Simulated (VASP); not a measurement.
# Si3N4 (I-43d) in VASP: relaxation of the atoms with PBE

Aim: the relaxation of the atoms of Si3N4 with PBE.

Program: VASP 6.6.1. These are calculated values, not measurements. Logs are shortened: lines on timing, memory, paths and dates and some standing lists are left out, and cuts for length are marked.

## (1) The cell of the first run

Symmetry: I-43d, No. 220, cubic system. Conventional cell: a = 6.475 Å, b = 6.475 Å, c = 6.475 Å, α = 90.00°, β = 90.00°, γ = 90.00°. Within 2.3 Å of Si (site symmetry -4) lie 4 N at 1.75 Å. Within 2.3 Å of N (site symmetry 3) lie 3 Si at 1.75 Å.

## (2) Relaxation of the atoms, PBE

Contents of INCAR:

```
SYSTEM = Si3N4
  PREC = Accurate
  ENCUT = 520
  EDIFF = 1E-6
  ISMEAR = -1
  SIGMA = 0.02
  LREAL = .False.
  LASPH = .True.
  NELM = 100
  ALGO = Normal
  ISIF = 2
  LWAVE = .False.
  LCHARG = .False.
  GGA = PE
  IBRION = 2
  NSW = 80
  EDIFFG = -0.02
```

Contents of KPOINTS:

```
Automatic mesh
0
Gamma
  6 6 6
  0 0 0
```

Contents of POSCAR:

```
Si3N4
1.0
   -3.2373500000      3.2373500000      3.2373500000
    3.2373500000     -3.2373500000      3.2373500000
    3.2373500000      3.2373500000     -3.2373500000
Si N
6 8
Direct
    0.2500000000      0.1250000000      0.8750000000
    0.8750000000      0.2500000000      0.1250000000
    0.7500000000      0.3750000000      0.6250000000
    0.6250000000      0.7500000000      0.3750000000
    0.1250000000      0.8750000000      0.2500000000
    0.3750000000      0.6250000000      0.7500000000
    0.5628000000      0.5628000000      0.5628000000
    0.4372000000      0.5000000000      0.0000000000
    0.5000000000      0.0000000000      0.9372000000
    0.0000000000      0.4372000000      0.5000000000
    0.9372000000      0.5000000000      0.0000000000
    0.0628000000      0.0628000000      0.0628000000
    0.0000000000      0.9372000000      0.5000000000
    0.5000000000      0.0000000000      0.4372000000
```

Potentials or basis: VASP PAW PBE potentials, release 64 (Si, N).

Run with:

```sh
$ cat potpaw_PBE.64/Si/POTCAR potpaw_PBE.64/N/POTCAR > POTCAR
$ mpirun -np 1 vasp_std > vasp.out
```

OUTCAR:

```text
SYSTEM = Si3N4
   PREC = Accurate
   ENCUT = 520
   EDIFF = 1E-6
   ISMEAR = -1
   LREAL = .False.
   LASPH = .True.
   NELM = 100
   ISIF = 2
   GGA = PE
   IBRION = 2
   NSW = 80
   EDIFFG = -0.02

 ion  position               nearest neighbor table
   1  0.250  0.125  0.875-  12 1.75   9 1.75   8 1.75  13 1.75   4 3.03   6 3.03   2 3.03   5 3.03
                             6 3.03   4 3.03   2 3.03   5 3.03
   2  0.875  0.250  0.125-  10 1.75  11 1.75  12 1.75   9 1.75   5 3.03   6 3.03   1 3.03   6 3.03
                             3 3.03   1 3.03   3 3.03   5 3.03
   3  0.750  0.375  0.625-   7 1.75  10 1.75  11 1.75  14 1.75   6 3.03   5 3.03   4 3.03   5 3.03
                             2 3.03   2 3.03   4 3.03   6 3.03
   4  0.625  0.750  0.375-   7 1.75   8 1.75  13 1.75  14 1.75   3 3.03   5 3.03   1 3.03   6 3.03
                             1 3.03   5 3.03   6 3.03   3 3.03
   5  0.125  0.875  0.250-  11 1.75  12 1.75  13 1.75  14 1.75   1 3.03   4 3.03   3 3.03   2 3.03
                             3 3.03   4 3.03   1 3.03   2 3.03
   6  0.375  0.625  0.750-  10 1.75   8 1.75   9 1.75   7 1.75   4 3.03   1 3.03   2 3.03   1 3.03
                             3 3.03   2 3.03   4 3.03   3 3.03
   7  0.563  0.563  0.563-   4 1.75   3 1.75   6 1.75
   8  0.437  0.500  0.000-   1 1.75   4 1.75   6 1.75
   9  0.500  0.000  0.937-   1 1.75   6 1.75   2 1.75
  10  0.000  0.437  0.500-   6 1.75   3 1.75   2 1.75
  11  0.937  0.500  0.000-   5 1.75   3 1.75   2 1.75
  12  0.063  0.063  0.063-   1 1.75   2 1.75   5 1.75
  13  0.000  0.937  0.500-   1 1.75   4 1.75   5 1.75
  14  0.500  0.000  0.437-   4 1.75   5 1.75   3 1.75

  LATTYP: Found a body centered cubic cell.
 ALAT       =     6.4747000000

  Lattice vectors:

 A1 = (  -3.2373500000,   3.2373500000,   3.2373500000)
 A2 = (   3.2373500000,  -3.2373500000,   3.2373500000)
 A3 = (   3.2373500000,   3.2373500000,  -3.2373500000)

Analysis of symmetry for initial positions (statically):
=====================================================================
 Subroutine PRICEL returns:
 Original cell was already a primitive cell.

 Routine SETGRP: Setting up the symmetry group for a
 body centered cubic supercell.

 Subroutine GETGRP returns: Found 24 space group operations
 (whereof  3 operations were pure point group operations)
 out of a pool of 48 trial point group operations.

The static configuration has the point symmetry C_3 .
 The point group associated with its full space group is T_d .

Analysis of symmetry for dynamics (positions and initial velocities):
=====================================================================
 Subroutine PRICEL returns:
 Original cell was already a primitive cell.

 Routine SETGRP: Setting up the symmetry group for a
 body centered cubic supercell.

 Subroutine GETGRP returns: Found 24 space group operations
 (whereof  3 operations were pure point group operations)
 out of a pool of 48 trial point group operations.

The dynamic configuration has the point symmetry C_3 .
 The point group associated with its full space group is T_d .

 Subroutine INISYM returns: Found 24 space group operations
 (whereof  3 operations are pure point group operations),
 and found     1 'primitive' translations

----------------------------------------------------------------------------------------

                                     Primitive cell

  volume of cell :     135.7153

  direct lattice vectors                    reciprocal lattice vectors
    -3.237350000  3.237350000  3.237350000     0.000000000  0.154447310  0.154447310
     3.237350000 -3.237350000  3.237350000     0.154447310  0.000000000  0.154447310
     3.237350000  3.237350000 -3.237350000     0.154447310  0.154447310  0.000000000

  length of vectors
     5.607254682  5.607254682  5.607254682     0.218421481  0.218421481  0.218421481

  position of ions in fractional coordinates (direct lattice)
     0.250000000  0.125000000  0.875000000
     0.875000000  0.250000000  0.125000000
     0.750000000  0.375000000  0.625000000
     0.625000000  0.750000000  0.375000000
     0.125000000  0.875000000  0.250000000
     0.375000000  0.625000000  0.750000000
     0.562800000  0.562800000  0.562800000
     0.437200000  0.500000000  0.000000000
     0.500000000  0.000000000  0.937200000
     0.000000000  0.437200000  0.500000000
     0.937200000  0.500000000  0.000000000
     0.062800000  0.062800000  0.062800000
     0.000000000  0.937200000  0.500000000
     0.500000000  0.000000000  0.437200000

  ion indices of the primitive-cell ions
   primitive index   ion index
                 1           1
                 2           2
                 3           3
                 4           4
                 5           5
                 6           6
                 7           7
                 8           8
                 9           9
                10          10
                11          11
                12          12
                13          13
                14          14

----------------------------------------------------------------------------------------

 KPOINTS: Automatic mesh

Automatic generation of k-mesh.
 Grid dimensions read from file:
 generate k-points for:    6    6    6

 Generating k-lattice:

  Cartesian coordinates                     Fractional coordinates (reciprocal lattice)
     0.000000000  0.025741218  0.025741218     0.166666667  0.000000000  0.000000000
     0.025741218  0.000000000  0.025741218     0.000000000  0.166666667  0.000000000
     0.025741218  0.025741218  0.000000000     0.000000000  0.000000000  0.166666667

  Length of vectors
     0.036403580  0.036403580  0.036403580

  Shift w.r.t. Gamma in fractional coordinates (k-lattice)
     0.000000000  0.000000000  0.000000000

 Subroutine IBZKPT returns following result:
 ===========================================

 Found     16 irreducible k-points:

 Following reciprocal coordinates:
            Coordinates               Weight
  0.000000  0.000000  0.000000      1.000000
  0.166667  0.000000  0.000000     12.000000
  0.333333  0.000000  0.000000     12.000000
  0.500000  0.000000  0.000000      6.000000
  0.166667  0.166667  0.000000     24.000000
  0.333333  0.166667  0.000000     48.000000
[... 8 lines left out ...]
  0.500000  0.500000  0.333333     12.000000
  0.500000  0.500000  0.500000      1.000000
   k-points           NKPTS =     16   k-points in BZ     NKDIM =     16   number of bands    NBANDS=     40
   number of dos      NEDOS =    301   number of ions     NIONS =     14
   total plane-waves  NPLWV =  74088
   dimension x,y,z NGX =    42 NGY =   42 NGZ =   42
   dimension x,y,z NGXF=    84 NGYF=   84 NGZF=   84
   ions per type =               6   8
   NGX,Y,Z   is equivalent  to a cutoff of  12.45, 12.45, 12.45 a.u.
   NGXF,Y,Z  is equivalent  to a cutoff of  24.90, 24.90, 24.90 a.u.
 SYSTEM =  Si3N4
   PREC   = accura    normal or accurate (medium, high low for compatibility)
   ISTART =      0    job   : 0-new  1-cont  2-samecut
   ICHARG =      2    charge: 1-file 2-atom 10-const
   ISPIN  =      1    spin polarized calculation?
   LNONCOLLINEAR =      F non collinear calculations
   LSORBIT =      F    spin-orbit coupling
   LASPH  =      T    aspherical Exc in radial PAW
   ENCUT  =  520.0 eV  38.22 Ry    6.18 a.u.  10.43 10.43 10.43*2*pi/ulx,y,z
   NELM   =    100;   NELMIN=  2; NELMDL= -5     # of ELM steps
   EDIFF  = 0.1E-05   stopping-criterion for ELM
   LREAL  =      F    real-space projection
   EDIFFG = -.2E-01   stopping-criterion for IOM
   NSW    =     80    number of steps for IOM
   IBRION =      2    ionic relax: 0-MD 1-quasi-New 2-CG
   NFREE  =      1    steps in history (QN), initial steepest desc. (CG)
   ISIF   =      2    stress and relaxation
   ISYM   =      2    0-nonsym 1-usesym 2-fastsym
   POTIM  = 0.5000    time-step for ionic-motion
   TEBEG  =    0.0;   TEEND  =   0.0 temperature during run
   PSTRESS=    0.0 pullay stress
   NELECT =      64.0000    total number of electrons
   NUPDOWN=      -1.0000    fix difference up-down
   EMIN   =  10.00;   EMAX   =-10.00  energy-range for DOS
   EFERMI =   0.00;   METHOD = LEGACY
   ISMEAR =    -1;   SIGMA  =   0.02  broadening in eV -4-tet -1-fermi 0-gaus
   EFERMI_NEDOS =   21; number of points for ismear=-14 and -15
   IALGO  =     38    algorithm
   IMIX   =      4    mixing-type and parameters
     AMIX     =   0.40;   BMIX     =  1.00
     AMIX_MAG =   1.60;   BMIX_MAG =  1.00
  volume/ion in A,a.u.               =       9.69        65.42
  Fermi-wavevector in a.u.,A,eV,Ry     =   1.274261  2.408005 22.092350  1.623742
  Thomas-Fermi vector in A             =   2.407039
   LORBIT       =      0    0 simple, 1 ext, 2 COOP (PROOUT), +10 PAW based schemes
   GGA     = PE    functional components
   LHFCALC =     F    Hartree Fock is set to
   AEXX    =    0.0000 exact exchange contribution
   IVDW    =     0    specifies the selected vdW correction
   LEPSILON=     F    determine dielectric tensor
   LRPA    =     F    only Hartree local field effects (RPA)
 conjugate gradient relaxation of ions
 non-spin polarized calculation
  energy-cutoff  :      520.00
  volume of cell :      135.72
 maximum number of plane-waves:      3675
 NGX is ok and might be reduce to    42
   NGX = 21   NGY = 21   NGZ = 21

 number of electron      64.0000001 magnetization

 Free energy of the ion-electron system (eV)
  ---------------------------------------------------
  ext. energy  EPLUGINS =         0.00000000
  ---------------------------------------------------
  free energy    TOTEN  =      -113.14660372 eV

  energy without entropy =     -113.14660372  energy(sigma->0) =     -113.14660372

 E-fermi :   8.1787     XC(G=0): -11.3778

 val. band max:        7.7035585490   @ k =   0.3333   0.3333   0.0000
 cond. band min:      11.7729156504   @ k =  -0.1667   0.1667   0.1667
 fundamental gap:      4.0693571014
 Fermi energy:         8.1787233449

 k-point     1 :       0.0000    0.0000    0.0000
  band No.  band energies     occupation
      1     -10.4787      2.00000
      2      -7.6052      2.00000
      3      -7.6052      2.00000
      4      -7.6052      2.00000
      5      -7.0915      2.00000
      6      -7.0915      2.00000
[... 32 lines left out ...]
     39      13.5975      0.00000
     40      13.5975      0.00000

 k-point     2 :       0.1667    0.0000    0.0000
  band No.  band energies     occupation
      1     -10.3428      2.00000
      2      -7.8567      2.00000
      3      -7.6882      2.00000
      4      -7.6714      2.00000
      5      -7.1615      2.00000
      6      -7.0993      2.00000
[... 32 lines left out ...]
     39      13.9782      0.00000
     40      14.0975      0.00000

 k-point     3 :       0.3333    0.0000    0.0000
  band No.  band energies     occupation
      1      -9.9449      2.00000
      2      -8.5544      2.00000
      3      -7.8063      2.00000
      4      -7.7896      2.00000
      5      -7.1873      2.00000
      6      -7.1331      2.00000
[... 509 lines left out ...]
  band No.  band energies     occupation
      1      -8.8404      2.00000
      2      -8.8404      2.00000
      3      -8.2090      2.00000
      4      -8.2090      2.00000
      5      -7.6449      2.00000
      6      -7.6449      2.00000
[... 32 lines left out ...]
     39      15.3688      0.00000
     40      15.3688      0.00000

 k-point    16 :       0.5000    0.5000    0.5000
  band No.  band energies     occupation
      1      -8.2907      2.00000
      2      -8.2907      2.00000
      3      -8.2907      2.00000
      4      -8.2907      2.00000
      5      -8.2907      2.00000
      6      -8.2907      2.00000
[... 32 lines left out ...]
     39      16.2489      0.00000
     40      16.2489      0.00000

------------------------ aborting loop because EDIFF is reached ----------------------------------------

  FORCE on cell =-STRESS in cart. coord.  units (eV):
  Direction    XX          YY          ZZ          XY          YZ          ZX
  --------------------------------------------------------------------------------------
  -------------------------------------------------------------------------------------
  Total        1.3971615      1.3971615      1.3971615      0.0000000      0.0000000      0.0000000
  in kB       16.4940850     16.4940850     16.4940850      0.0000000      0.0000000      0.0000000
  external PRESSURE =      16.4940850 kB  Pullay stress =       0.0000000 kB

 VOLUME and BASIS-vectors are now :
 -----------------------------------------------------------------------------
  energy-cutoff  :      520.00
  volume of cell :      135.72
      direct lattice vectors                 reciprocal lattice vectors
    -3.237350000  3.237350000  3.237350000     0.000000000  0.154447310  0.154447310
     3.237350000 -3.237350000  3.237350000     0.154447310  0.000000000  0.154447310
     3.237350000  3.237350000 -3.237350000     0.154447310  0.154447310  0.000000000

 POSITION                                       TOTAL-FORCE (eV/Angst)
 -----------------------------------------------------------------------------------
      2.42801      3.23735     -1.61868         0.000000      0.000000      0.000000
     -1.61868      2.42801      3.23735         0.000000     -0.000000      0.000000
      0.80934      3.23735      1.61868         0.000000      0.000000      0.000000
      1.61868      0.80934      3.23735         0.000000     -0.000000      0.000000
      3.23735     -1.61868      2.42801         0.000000      0.000000      0.000000
      3.23735      1.61868      0.80934         0.000000     -0.000000      0.000000
      1.82198      1.82198      1.82198        -0.008982     -0.008982     -0.008982
      0.20331     -0.20331      3.03404        -0.008982      0.008982      0.008982
      1.41537      4.65272     -1.41537         0.008982      0.008982     -0.008982
      3.03404      0.20331     -0.20331         0.008982     -0.008982      0.008982
     -1.41537      1.41537      4.65272        -0.008982      0.008982      0.008982
      0.20331      0.20331      0.20331        -0.008982     -0.008982     -0.008982
      4.65272     -1.41537      1.41537         0.008982     -0.008982      0.008982
     -0.20331      3.03404      0.20331         0.008982      0.008982     -0.008982
 -----------------------------------------------------------------------------------
    total drift:                                0.000001      0.000001      0.000001

  FREE ENERGIE OF THE ION-ELECTRON SYSTEM (eV)
  ---------------------------------------------------
  free  energy   TOTEN  =      -113.1466037234 eV

  energy  without entropy=     -113.1466037233  energy(sigma->0) =     -113.14660372

 reached required accuracy - stopping structural energy minimisation
```

Run time: 2.1 min. Hardware: 1 thread of Oxide Virtual Turin-like, shared host; peak memory 0.24 GiB.

Results:

| Quantity | Value |
| --- | --- |
| Free energy | -113.1466 eV |
| Pressure after relaxing | 1.6 GPa |
| Largest force after relaxing | 0.016 eV/Å |
| Band gap on the k mesh | 4.07 eV (least direct gap 4.25 eV) |

Forces in eV/Å, atoms in the order of the input:
```
Si   0.000  0.000  0.000
Si   0.000  0.000  0.000
Si   0.000  0.000  0.000
Si   0.000  0.000  0.000
Si   0.000  0.000  0.000
Si   0.000  0.000  0.000
N   -0.009 -0.009 -0.009
N   -0.009  0.009  0.009
N    0.009  0.009 -0.009
N    0.009 -0.009  0.009
N   -0.009  0.009  0.009
N   -0.009 -0.009 -0.009
N    0.009 -0.009  0.009
N    0.009  0.009 -0.009
```

Final structure:
```
CELL_PARAMETERS angstrom
-3.23735 3.23735 3.23735
3.23735 -3.23735 3.23735
3.23735 3.23735 -3.23735
ATOMIC_POSITIONS crystal
Si 0.25000 0.12500 0.87500
Si 0.87500 0.25000 0.12500
Si 0.75000 0.37500 0.62500
Si 0.62500 0.75000 0.37500
Si 0.12500 0.87500 0.25000
Si 0.37500 0.62500 0.75000
N 0.56280 0.56280 0.56280
N 0.43720 0.50000 0.00000
N 0.50000 0.00000 0.93720
N 0.00000 0.43720 0.50000
N 0.93720 0.50000 0.00000
N 0.06280 0.06280 0.06280
N 0.00000 0.93720 0.50000
N 0.50000 0.00000 0.43720
```

Levels at points of the mesh, in eV from the valence-band top:
| k point | band 28 | band 29 | band 30 | band 31 | band 32 | band 33 | band 34 | band 35 | band 36 | band 37 |
| --- | --- | --- | --- | --- | --- | --- | --- | --- | --- | --- |
| (0.00, 0.00, 0.00) | -1.93 | -0.16 | -0.16 | -0.16 | -0.07 | 4.63 | 4.63 | 4.67 | 4.67 | 4.67 |
| (0.50, 0.00, 0.00) | -1.99 | -1.28 | -1.28 | -0.02 | -0.02 | 4.97 | 4.97 | 5.94 | 5.94 | 6.32 |
| (0.50, 0.50, 0.50) | -1.91 | -1.91 | -1.91 | -1.20 | -1.20 | 5.41 | 5.41 | 5.41 | 5.41 | 5.41 |

Caveat: the relaxation stopped at its first step, so nothing moved. PBE gaps usually lie below the measured ones, often by a third to a half.
